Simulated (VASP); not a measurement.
Write the native input for VASP 6.6.1 that does the following.

```
Task                   : single point
Functional             : PBE
Potentials or basis    : VASP PAW PBE potentials, release 64 (Os)
Cutoff                 : 600 eV
k mesh                 : 8 × 8 × 8
Occupations            : gaussian, width 0.05 eV
Spin                   : no spin polarisation
Dipole correction      : no
Further INCAR settings : ALGO = Normal; EDIFF = 1e-06; NBANDS = 10
```

The structure of Os lies in POSCAR:

```
Os
1.0
    0.0000000000      1.9278827483      1.9278827483
    1.9278827483      0.0000000000      1.9278827483
    1.9278827483      1.9278827483      0.0000000000
Os
1
Direct
    0.0000000000      0.0000000000      0.0000000000
```

This isn't the form of Os at room conditions, which is hcp.

One way to write it, as run:

INCAR

```
SYSTEM = Os
PREC     = Accurate       ! precision mode
ENCUT    = 600            ! plane-wave cutoff, eV
EDIFF    = 1E-6           ! SCF threshold, eV
ISMEAR   = 0              ! smearing method
SIGMA    = 0.05           ! smearing width, eV
LREAL    = .FALSE.        ! projectors in reciprocal space
LASPH    = .TRUE.         ! aspherical terms in the spheres
NELM     = 120            ! most SCF steps
ALGO     = Normal         ! electronic algorithm
ISIF     = 2              ! what is computed and relaxed
LWAVE    = .FALSE.        ! write WAVECAR
LCHARG   = .FALSE.        ! write CHGCAR
GGA      = PE             ! functional
NBANDS   = 10             ! bands
GGA_COMPAT= .FALSE.
```

KPOINTS

```
regular mesh
0
G
  8 8 8
  0 0 0
```

Potentials or basis: VASP PAW PBE potentials, release 64 (Os).

The run is started by

```console
$ cat potpaw_PBE.64/Os/POTCAR > POTCAR
$ mpirun -np 1 vasp_std > vasp.out
```

Results of the run:

| Quantity | Value |
| --- | --- |
| Pressure | 0.0 GPa |
| Band gap on the k mesh | zero (bands 4 and 5 overlap by 3.21 eV) |

Caveat: spin-orbit coupling is left out, which moves the levels of the heavy elements.

It took 5.8 s on 1 thread of AMD EPYC 7R13 Processor (Zen 3), on a shared host, peak memory 0.11 GiB.
